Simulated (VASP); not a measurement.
# GaP (I-4m2) in VASP: a series of runs, part 2 of 2

VASP 6.6.1.

## Step 3: Single point, r2SCAN

This run uses another cell than the first one, of the same volume but with other edges.

Input file POSCAR:

```
GaP
1.0
    0.0000000000      2.5645584377      3.0774701252
    2.5645584377      0.0000000000      3.0774701252
    2.5645584377      2.5645584377      0.0000000000
Ga P
1 1
Direct
    0.0000000000      0.0000000000      0.0000000000
    0.7500000000      0.7500000000      0.7500000000
```

Input file INCAR.step1:

```
PREC = Accurate
ENCUT = 520
ISMEAR = 0
SIGMA = 0.05
LREAL = False
LASPH = True
NELM = 80
NBANDS = 16
GGA = PE
ALGO = Normal
EDIFF = 1E-4
LWAVE = True
LCHARG = False
```

Input file INCAR.step2:

```
PREC = Accurate
ENCUT = 520
EDIFF = 1E-6
ISMEAR = 0
SIGMA = 0.05
LREAL = False
LASPH = True
NELM = 80
ALGO = Normal
ISIF = 2
LWAVE = False
LCHARG = False
METAGGA = R2SCAN
LMIXTAU = True
NBANDS = 16
ISTART = 1
```

Input file KPOINTS:

```
Automatic mesh
0
Gamma
  10 10 10
```

Potentials or basis: VASP PAW PBE potentials, release 64 (Ga_d, P).

Started as:

```
$ cat potpaw_PBE.64/Ga_d/POTCAR potpaw_PBE.64/P/POTCAR > POTCAR
$ cp INCAR.step1 INCAR
$ mpirun -np 1 vasp_std > vasp.out
$ cp INCAR.step2 INCAR
$ mpirun -np 1 vasp_std > vasp.out
```

It took 2.1 min on 1 thread of Intel Xeon 6975P-C (Granite Rapids), shared host; peak memory 0.2 GiB.

It converged, with:

```
Free energy            : -21.1854 eV
Pressure               : -0.5 GPa
Band gap on the k mesh : 0.83 eV (least direct gap 1.46 eV)
```

Stress tensor (GPa, compression positive):
```
  6.12   0.00   0.00
  0.00   6.12   0.00
  0.00   0.00 -13.63
```

Levels at points of the mesh, in eV from the valence-band top:
```
           k point  band 6  band 7  band 8  band 9  band 10  band 11  band 12  band 13
(0.00, 0.00, 0.00)  -13.43   -1.42    0.00    0.00     1.46     3.79     3.79     4.24
(0.50, 0.00, 0.00)  -11.25   -7.25   -2.45   -0.70     0.83     4.84     5.39     8.63
(0.50, 0.50, 0.00)  -10.93   -8.19   -2.26   -2.26     2.51     2.91    10.13    10.79
(0.50, 0.00, 0.50)  -10.04   -6.92   -3.61   -3.51     1.08     1.10     9.21     9.27
```

Caveat: the stress differs along the axes, from -14 to 6 GPa; the PAW data sets were made with another functional, which shifts forces and pressure a little. A k mesh can miss the band edges.

## Step 4: Single point, r2SCAN

This run uses another cell than the first one, of the same volume but with other edges.

Input file POSCAR:

```
GaP
1.0
    0.0000000000      3.1460713136      2.0449463538
    3.1460713136      0.0000000000      2.0449463538
    3.1460713136      3.1460713136      0.0000000000
Ga P
1 1
Direct
    0.0000000000      0.0000000000      0.0000000000
    0.7500000000      0.7500000000      0.7500000000
```

Input file INCAR.step1:

```
  PREC = Accurate
  ENCUT = 520
  ISMEAR = 0
  SIGMA = 0.05
  LREAL = False
  LASPH = True
  NELM = 80
  NBANDS = 16
  GGA = PE
  ALGO = Normal
  EDIFF = 1E-4
  LWAVE = True
  LCHARG = False
```

Input file INCAR.step2:

```
  PREC = Accurate
  ENCUT = 520
  EDIFF = 1E-6
  ISMEAR = 0
  SIGMA = 0.05
  LREAL = False
  LASPH = True
  NELM = 80
  ALGO = Normal
  ISIF = 2
  LWAVE = False
  LCHARG = True
  METAGGA = R2SCAN
  LMIXTAU = True
  LELF = True
  LVHAR = True
  NBANDS = 16
  ISTART = 1
```

KPOINTS is that of step 3.

Started as:

```
$ cat potpaw_PBE.64/Ga_d/POTCAR potpaw_PBE.64/P/POTCAR > POTCAR
$ cp INCAR.step1 INCAR
$ mpirun -np 1 vasp_std > vasp.out
$ cp INCAR.step2 INCAR
$ mpirun -np 1 vasp_std > vasp.out
```

Wall time 2 min (1 thread of Intel Xeon 6975P-C (Granite Rapids), shared host); peak memory 0.21 GiB.

The run converged. Its results:

* Free energy: -20.7292 eV
* Pressure: -4.6 GPa
* Band gap on the k mesh: zero (bands 9 and 10 overlap by 1.67 eV)

Stress tensor (GPa, compression positive):
```
-9.61  0.00  0.00
 0.00 -9.61  0.00
 0.00  0.00  5.27
```

Levels at points of the mesh, in eV from the Fermi level:
```
           k point  band 6  band 7  band 8  band 9  band 10  band 11  band 12  band 13
(0.00, 0.00, 0.00)  -13.05   -0.90   -0.90    0.72     0.94     4.56     5.52     5.52
(0.50, 0.00, 0.00)  -10.77   -6.77   -2.52   -0.80     0.15     3.51     6.37     8.44
(0.50, 0.50, 0.00)   -9.19   -5.18   -4.53   -4.53    -0.38     1.09    10.81    10.81
(0.50, 0.00, 0.50)  -10.68   -7.86   -1.42   -1.21     3.27     3.91     7.11     7.37
```

Caveat: the stress differs along the axes, from -10 to 5 GPa; the PAW data sets were made with another functional, which shifts forces and pressure a little.

## Step 5: Single point, r2SCAN

This run uses another cell than the first one, of the same volume but with other edges.

Input file POSCAR:

```
GaP
1.0
    0.0000000000      2.3807251615      3.5710877423
    2.3807251615      0.0000000000      3.5710877423
    2.3807251615      2.3807251615      0.0000000000
Ga P
1 1
Direct
    0.0000000000      0.0000000000      0.0000000000
    0.7500000000      0.7500000000      0.7500000000
```

Input file INCAR.step1:

```
SYSTEM = GaP
ALGO = Normal
EDIFF = 1E-4
ENCUT = 520
GGA = PE
ISMEAR = 0
LASPH = .True.
LCHARG = .False.
LREAL = .False.
LWAVE = .True.
NBANDS = 16
NELM = 80
PREC = Accurate
SIGMA = 0.05
```

Input file INCAR.step2:

```
SYSTEM = GaP
ALGO = Normal
EDIFF = 1E-7
ENCUT = 520
ISIF = 2
ISMEAR = 0
ISTART = 1
LASPH = .True.
LCHARG = .False.
LMIXTAU = .True.
LREAL = .False.
LWAVE = .False.
METAGGA = R2SCAN
NBANDS = 16
NELM = 80
PREC = Accurate
SIGMA = 0.05
```

Input file KPOINTS:

```
k-points
0
Gamma
  10 10 10
  0 0 0
```

Started as:

```
$ cat potpaw_PBE.64/Ga_d/POTCAR potpaw_PBE.64/P/POTCAR > POTCAR
$ cp INCAR.step1 INCAR
$ mpirun -np 1 vasp_std > vasp.out
$ cp INCAR.step2 INCAR
$ mpirun -np 1 vasp_std > vasp.out
```

Wall time 1.8 min (1 thread of Intel Xeon 6975P-C (Granite Rapids), shared host); peak memory 0.22 GiB.

Results (log left out):

| Quantity | Value |
| --- | --- |
| Free energy | -20.0202 eV |
| Pressure | -1.1 GPa |
| Band gap on the k mesh | zero (bands 9 and 10 overlap by 0.93 eV) |

Stress tensor (GPa, compression positive):
```
 10.01   0.00   0.00
  0.00  10.01   0.00
  0.00   0.00 -23.41
```

Levels at points of the mesh, in eV from the Fermi level:
```csv
k point,band 7,band 8,band 9,band 10,band 11,band 12
"(0.00, 0.00, 0.00)",-3.37,-1.08,0.41,0.41,4.12,4.12
"(0.50, 0.00, 0.00)",-7.43,-3.69,-1.16,0.38,5.93,6.29
"(0.50, 0.50, 0.00)",-9.29,-1.14,-1.14,3.78,4.07,7.55
"(0.50, 0.00, 0.50)",-6.46,-4.08,-3.83,0.22,0.42,6.26
```

Caveat: the stress differs along the axes, from -23 to 10 GPa; the PAW data sets were made with another functional, which shifts forces and pressure a little.

## Step 6: Single point, r2SCAN

This run uses another cell than the first one, of the same volume but with other edges.

Input file POSCAR:

```
GaP
1.0
    0.0000000000      2.7625868314      2.6520833581
    2.7625868314      0.0000000000      2.6520833581
    2.7625868314      2.7625868314      0.0000000000
Ga P
1 1
Direct
    0.0000000000      0.0000000000      0.0000000000
    0.7500000000      0.7500000000      0.7500000000
```

Input file INCAR.step1:

```
ALGO = Normal
EDIFF = 1E-4
ENCUT = 520
GGA = PE
ISMEAR = 0
LASPH = True
LCHARG = False
LREAL = False
LWAVE = True
NBANDS = 16
NELM = 60
PREC = Accurate
SIGMA = 0.05
```

Input file INCAR.step2:

```
ALGO = Normal
EDIFF = 1E-6
ENCUT = 520
ISIF = 2
ISMEAR = 0
ISTART = 1
LASPH = True
LCHARG = True
LELF = True
LMIXTAU = True
LREAL = False
LVHAR = True
LWAVE = False
METAGGA = R2SCAN
NBANDS = 16
NELM = 60
PREC = Accurate
SIGMA = 0.05
```

Input file KPOINTS:

```
k-points
0
Gamma
  10 10 10
```

Potentials or basis: VASP PAW PBE potentials, release 64 (Ga_d, P).

Started as:

```
$ cat potpaw_PBE.64/Ga_d/POTCAR potpaw_PBE.64/P/POTCAR > POTCAR
$ cp INCAR.step1 INCAR
$ mpirun -np 1 vasp_std > vasp.out
$ cp INCAR.step2 INCAR
$ mpirun -np 1 vasp_std > vasp.out
```

It took 1.7 min on 1 thread of Intel Xeon 6975P-C (Granite Rapids), shared host; peak memory 0.21 GiB.

It converged, with:

```yaml
Free_energy: -21.4535 eV
Pressure: -0.1 GPa
Band_gap_on_the_k_mesh: 1.46 eV (least direct gap 2.18 eV)
```

Stress tensor (GPa, compression positive):
```
-1.11  0.00  0.00
 0.00 -1.11  0.00
 0.00  0.00  1.97
```

Levels at points of the mesh, in eV from the valence-band top:
| k point | band 5 | band 6 | band 7 | band 8 | band 9 | band 10 | band 11 | band 12 | band 13 | band 14 |
| --- | --- | --- | --- | --- | --- | --- | --- | --- | --- | --- |
| (0.00, 0.00, 0.00) | -15.02 | -13.17 | -0.23 | -0.23 | 0.00 | 2.18 | 3.99 | 4.09 | 4.09 | 9.30 |
| (0.50, 0.00, 0.00) | -15.01 | -11.01 | -6.99 | -1.49 | -1.15 | 1.85 | 4.75 | 5.11 | 8.70 | 11.43 |
| (0.50, 0.50, 0.00) | -15.00 | -9.95 | -6.92 | -3.14 | -3.14 | 1.57 | 1.68 | 11.17 | 11.18 | 12.10 |
| (0.50, 0.00, 0.50) | -15.01 | -10.14 | -7.20 | -2.86 | -2.83 | 1.87 | 2.09 | 11.07 | 11.11 | 11.69 |

Caveat: the PAW data sets were made with another functional, which shifts forces and pressure a little. A k mesh can miss the band edges.

## Step 7: Summary

```csv
cell,gap on the mesh (eV),pressure (GPa)
"a = 3.776, b = 3.776, c = 4.069 Å, angles 57.4, 57.4, 65.2°, 2 atoms",0.37,-0.6
"a = 4.006, b = 4.006, c = 3.627 Å, angles 63.1, 63.1, 53.8°, 2 atoms",0.83,-0.5
"a = 3.752, b = 3.752, c = 4.449 Å, angles 53.6, 53.6, 72.7°, 2 atoms",none,-4.6
"a = 4.292, b = 4.292, c = 3.367 Å, angles 66.9, 66.9, 46.2°, 2 atoms",none,-1.1
"a = 3.830, b = 3.830, c = 3.907 Å, angles 59.3, 59.3, 61.3°, 2 atoms",1.46,-0.1
```

Alike in all rows: task single point; level r2SCAN; potentials or basis VASP PAW PBE potentials, release 64 (Ga_d, P); no spin polarisation; k mesh 10 × 10 × 10; cutoff (eV) 520; smearing gaussian 0.05 eV.

Caveats: the PAW data sets were made with another functional, which shifts forces and pressure a little; the stress differs along the axes, from -4 to 6 GPa (at least some runs); semilocal functionals underestimate gaps, and a narrow one can read as zero (at least some runs); the stress differs along the axes, from -14 to 6 GPa (at least some runs); the stress differs along the axes, from -10 to 5 GPa (at least some runs); the stress differs along the axes, from -23 to 10 GPa (at least some runs).

Total energies depend on the potentials used, so only differences within one code and one set of settings carry meaning.
